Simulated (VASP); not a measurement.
# Mg (P6_3/mmc) in VASP: notebook

The runs below take Mg through single point, relaxation of cell and atoms, with PBE.

Program: VASP 6.6.1. These are calculated values, not measurements. Logs are shortened: lines on timing, memory, paths and dates and some standing lists are left out, and cuts for length are marked.

## 1. The cell of the first run

Symmetry: P6_3/mmc, No. 194, hexagonal system. Conventional cell: a = 3.196 Å, b = 3.196 Å, c = 5.193 Å, α = 90.00°, β = 90.00°, γ = 120.00°. Mg (site symmetry -6m2) has 12 Mg at 3.19 to 3.20 Å within 4.2 Å.

## 2. Single point, PBE

File INCAR:

```
SYSTEM = Mg
ALGO = Normal
EDIFF = 1E-6
ENCUT = 600
GGA = PE
GGA_COMPAT = .False.
ISIF = 2
ISMEAR = -1
LASPH = .True.
LCHARG = .True.
LELF = .True.
LREAL = .False.
LVHAR = .True.
LWAVE = .False.
NBANDS = 9
NELM = 120
PREC = Accurate
SIGMA = 0.1
```

File KPOINTS:

```
k-points
0
Gamma
  8 8 5
  0 0 0
```

File POSCAR:

```
Mg
1.0
    3.1960079682      0.0000000000      0.0000000000
   -1.5980039841      2.7678240911      0.0000000000
    0.0000000000      0.0000000000      5.1925040981
Mg
2
Direct
    0.3333333333      0.6666666667      0.2500000000
    0.6666666667      0.3333333333      0.7500000000
```

Potentials or basis: VASP PAW PBE potentials, release 64 (Mg).

Started as:

```bash
$ cat potpaw_PBE.64/Mg/POTCAR > POTCAR
$ mpirun -np 1 vasp_std > vasp.out
```

OUTCAR:

```text
SYSTEM = Mg
   EDIFF = 1E-6
   ENCUT = 600
   GGA = PE
   ISIF = 2
   ISMEAR = -1
   LASPH = .True.
   LREAL = .False.
   NELM = 120
   PREC = Accurate

 ion  position               nearest neighbor table
   1  0.333  0.667  0.250-   2 3.19   2 3.19   2 3.19   2 3.19   2 3.19   2 3.19
   2  0.667  0.333  0.750-   1 3.19   1 3.19   1 3.19   1 3.19   1 3.19   1 3.19

  LATTYP: Found a hexagonal cell.
 ALAT       =     3.1960079682
 C/A-ratio  =     1.6246843405

  Lattice vectors:

 A1 = (   3.1960079682,   0.0000000000,   0.0000000000)
 A2 = (  -1.5980039841,   2.7678240911,   0.0000000000)
 A3 = (   0.0000000000,   0.0000000000,   5.1925040981)

Analysis of symmetry for initial positions (statically):
=====================================================================
 Subroutine PRICEL returns:
 Original cell was already a primitive cell.

 Routine SETGRP: Setting up the symmetry group for a
 hexagonal supercell.

 Subroutine GETGRP returns: Found 24 space group operations
 (whereof 12 operations were pure point group operations)
 out of a pool of 24 trial point group operations.

The static configuration has the point symmetry D_3d.
 The point group associated with its full space group is D_6h.

Analysis of symmetry for dynamics (positions and initial velocities):
=====================================================================
 Subroutine PRICEL returns:
 Original cell was already a primitive cell.

 Routine SETGRP: Setting up the symmetry group for a
 hexagonal supercell.

 Subroutine GETGRP returns: Found 24 space group operations
 (whereof 12 operations were pure point group operations)
 out of a pool of 24 trial point group operations.

The dynamic configuration has the point symmetry D_3d.
 The point group associated with its full space group is D_6h.

 Subroutine INISYM returns: Found 24 space group operations
 (whereof 12 operations are pure point group operations),
 and found     1 'primitive' translations

----------------------------------------------------------------------------------------

                                     Primitive cell

  volume of cell :      45.9328

  direct lattice vectors                    reciprocal lattice vectors
     3.196007968  0.000000000  0.000000000     0.312890334  0.180647318  0.000000000
    -1.598003984  2.767824091  0.000000000     0.000000000  0.361294637  0.000000000
     0.000000000  0.000000000  5.192504098     0.000000000  0.000000000  0.192585308

  length of vectors
     3.196007968  3.196007968  5.192504098     0.361294637  0.361294637  0.192585308

  position of ions in fractional coordinates (direct lattice)
     0.333333333  0.666666667  0.250000000
     0.666666667  0.333333333  0.750000000

  ion indices of the primitive-cell ions
   primitive index   ion index
                 1           1
                 2           2

----------------------------------------------------------------------------------------

 KPOINTS: k-points

Automatic generation of k-mesh.
 Grid dimensions read from file:
 generate k-points for:    8    8    5

 Generating k-lattice:

  Cartesian coordinates                     Fractional coordinates (reciprocal lattice)
     0.039111292  0.022580915  0.000000000     0.125000000 -0.000000000  0.000000000
     0.000000000  0.045161830  0.000000000     0.000000000  0.125000000  0.000000000
     0.000000000  0.000000000  0.038517062     0.000000000  0.000000000  0.200000000

  Length of vectors
     0.045161830  0.045161830  0.038517062

  Shift w.r.t. Gamma in fractional coordinates (k-lattice)
     0.000000000  0.000000000  0.000000000

 Subroutine IBZKPT returns following result:
 ===========================================

 Found     30 irreducible k-points:

 Following reciprocal coordinates:
            Coordinates               Weight
  0.000000  0.000000  0.000000      1.000000
  0.125000  0.000000  0.000000      6.000000
  0.250000  0.000000  0.000000      6.000000
  0.375000  0.000000  0.000000      6.000000
  0.500000  0.000000  0.000000      3.000000
  0.125000  0.125000  0.000000      6.000000
[... 16 lines left out ...]
  0.250000  0.000000  0.400000     12.000000
  0.375000  0.000000  0.400000     12.000000
 [... further k-points ...]
   k-points           NKPTS =     30   k-points in BZ     NKDIM =     30   number of bands    NBANDS=      9
   number of dos      NEDOS =    301   number of ions     NIONS =      2
   total plane-waves  NPLWV =  32928
   dimension x,y,z NGX =    28 NGY =   28 NGZ =   42
   dimension x,y,z NGXF=    56 NGYF=   56 NGZF=   84
   ions per type =               2
   NGX,Y,Z   is equivalent  to a cutoff of  14.56, 14.56, 13.45 a.u.
   NGXF,Y,Z  is equivalent  to a cutoff of  29.13, 29.13, 26.89 a.u.
 SYSTEM =  Mg
   PREC   = accura    normal or accurate (medium, high low for compatibility)
   ISTART =      0    job   : 0-new  1-cont  2-samecut
   ICHARG =      2    charge: 1-file 2-atom 10-const
   ISPIN  =      1    spin polarized calculation?
   LNONCOLLINEAR =      F non collinear calculations
   LSORBIT =      F    spin-orbit coupling
   LASPH  =      T    aspherical Exc in radial PAW
   ENCUT  =  600.0 eV  44.10 Ry    6.64 a.u.   6.38  6.38 10.37*2*pi/ulx,y,z
   NELM   =    120;   NELMIN=  2; NELMDL= -5     # of ELM steps
   EDIFF  = 0.1E-05   stopping-criterion for ELM
   LREAL  =      F    real-space projection
[... 7 lines left out ...]
   TEBEG  =    0.0;   TEEND  =   0.0 temperature during run
   PSTRESS=    0.0 pullay stress
   NELECT =       4.0000    total number of electrons
   NUPDOWN=      -1.0000    fix difference up-down
   EMIN   =  10.00;   EMAX   =-10.00  energy-range for DOS
   EFERMI =   0.00;   METHOD = LEGACY
   ISMEAR =    -1;   SIGMA  =   0.10  broadening in eV -4-tet -1-fermi 0-gaus
   EFERMI_NEDOS =   21; number of points for ismear=-14 and -15
   IALGO  =     38    algorithm
   IMIX   =      4    mixing-type and parameters
     AMIX     =   0.40;   BMIX     =  1.00
     AMIX_MAG =   1.60;   BMIX_MAG =  1.00
  volume/ion in A,a.u.               =      22.97       154.99
  Fermi-wavevector in a.u.,A,eV,Ry     =   0.725639  1.371258  7.164168  0.526552
  Thomas-Fermi vector in A             =   1.816411
   LORBIT       =      0    0 simple, 1 ext, 2 COOP (PROOUT), +10 PAW based schemes
   GGA     = PE    functional components
   LHFCALC =     F    Hartree Fock is set to
   AEXX    =    0.0000 exact exchange contribution
   IVDW    =     0    specifies the selected vdW correction
   LEPSILON=     F    determine dielectric tensor
   LRPA    =     F    only Hartree local field effects (RPA)
 non-spin polarized calculation
  energy-cutoff  :      600.00
  volume of cell :       45.93
 maximum number of plane-waves:      1558
 NGX is ok and might be reduce to    28
   NGX = 13   NGY = 13   NGZ = 21

 number of electron       4.0000000 magnetization

 Free energy of the ion-electron system (eV)
  ---------------------------------------------------
  ext. energy  EPLUGINS =         0.00000000
  ---------------------------------------------------
  free energy    TOTEN  =        -3.04938523 eV

  energy without entropy =       -3.02940181  energy(sigma->0) =       -3.03939352

 E-fermi :   2.6456     XC(G=0):  -8.4895

 val. band max:        2.6113044745   @ k =   0.2500   0.2500   0.2000
 cond. band min:       2.9126404628   @ k =   0.3750   0.1250   0.4000
 fundamental gap:      0.3013359884
 Fermi energy:         2.6455732726

 k-point     1 :       0.0000    0.0000    0.0000
  band No.  band energies     occupation
      1      -4.2984      2.00000
      2       0.9435      2.00000
      3       1.3848      1.99999
      4      13.5762      0.00000
      5      13.5762      0.00000
      6      13.6903      0.00000
      7      13.6903      0.00000
      8      14.4553      0.00000
      9      16.0578      0.00000

 k-point     2 :       0.1250    0.0000    0.0000
  band No.  band energies     occupation
      1      -3.9910      2.00000
      2       1.2247      2.00000
      3       1.6828      1.99987
      4      10.0208      0.00000
      5      11.8301      0.00000
      6      12.5820      0.00000
      7      14.7341      0.00000
      8      15.1244      0.00000
      9      15.7594      0.00000

 k-point     3 :       0.2500    0.0000    0.0000
  band No.  band energies     occupation
      1      -3.0749      2.00000
      2       2.0693      1.99373
      3       2.5425      1.47426
      4       6.4402      0.00000
      5      10.5415      0.00000
      6      10.6478      0.00000
      7      11.1411      0.00000
      8      12.8212      0.00000
      9      15.0286      0.00000

 k-point     4 :       0.3750    0.0000    0.0000
  band No.  band energies     occupation
      1      -1.5675      2.00000
      2       2.9158      0.12573
      3       3.4787      0.00048
      4       4.3702      0.00000
      5       8.0318      0.00000
      6       8.3926      0.00000
      7       9.7707      0.00000
      8      11.3429      0.00000
      9      14.1525      0.00000
[... 205 lines left out ...]
 k-point    22 :       0.1250    0.0000    0.4000
  band No.  band energies     occupation
      1      -3.1020      2.00000
      2      -2.0024      2.00000
      3       6.4396      0.00000
      4       9.3859      0.00000
      5      10.8717      0.00000
      6      11.7005      0.00000
      7      12.5713      0.00000
      8      13.4932      0.00000
      9      14.1722      0.00000

 k-point    23 :       0.2500    0.0000    0.4000
  band No.  band energies     occupation
      1      -2.1943      2.00000
      2      -1.1056      2.00000
      3       6.7754      0.00000
      4       7.5839      0.00000
      5       8.2026      0.00000
      6      10.2738      0.00000
      7      11.2924      0.00000
      8      12.2345      0.00000
      9      12.7684      0.00000

 k-point    24 :       0.3750    0.0000    0.4000
  band No.  band energies     occupation
      1      -0.7024      2.00000
      2       0.3629      2.00000
      3       4.0079      0.00000
      4       5.0316      0.00000
      5       8.6693      0.00000
      6      10.5206      0.00000
      7      10.8392      0.00000
      8      11.4608      0.00000
      9      12.1853      0.00000

 [... further k-points ...]

------------------------ aborting loop because EDIFF is reached ----------------------------------------

  FORCE on cell =-STRESS in cart. coord.  units (eV):
  Direction    XX          YY          ZZ          XY          YZ          ZX
  --------------------------------------------------------------------------------------
  -------------------------------------------------------------------------------------
  Total       -0.0359582     -0.0359582     -0.0352731      0.0000000      0.0000000      0.0000000
  in kB       -1.2542521     -1.2542521     -1.2303569      0.0000000      0.0000000      0.0000000
  external PRESSURE =      -1.2462871 kB  Pullay stress =       0.0000000 kB

 VOLUME and BASIS-vectors are now :
 -----------------------------------------------------------------------------
  energy-cutoff  :      600.00
  volume of cell :       45.93
      direct lattice vectors                 reciprocal lattice vectors
     3.196007968  0.000000000  0.000000000     0.312890334  0.180647318  0.000000000
    -1.598003984  2.767824091  0.000000000     0.000000000  0.361294637  0.000000000
     0.000000000  0.000000000  5.192504098     0.000000000  0.000000000  0.192585308

 POSITION                                       TOTAL-FORCE (eV/Angst)
 -----------------------------------------------------------------------------------
     -0.00000      1.84522      1.29813        -0.000000     -0.000000      0.000000
      1.59800      0.92261      3.89438         0.000000      0.000000      0.000000
 -----------------------------------------------------------------------------------
    total drift:                               -0.000000      0.000000     -0.000000

  FREE ENERGIE OF THE ION-ELECTRON SYSTEM (eV)
  ---------------------------------------------------
  free  energy   TOTEN  =        -3.0493852348 eV

  energy  without entropy=       -3.0294018079  energy(sigma->0) =       -3.03939352
```

Wall time 25 s (1 thread of Intel Xeon 8259CL, shared host); peak memory 0.17 GiB.

Results:

```yaml
Free_energy: -3.0494 eV
Pressure: -0.1 GPa
Band_gap_on_the_k_mesh: zero (bands 2 and 3 overlap by 2.25 eV)
```

(Continued in part 2 of 2.)

The gap in the log of VASP goes by the Fermi energy; the results here count the filled bands.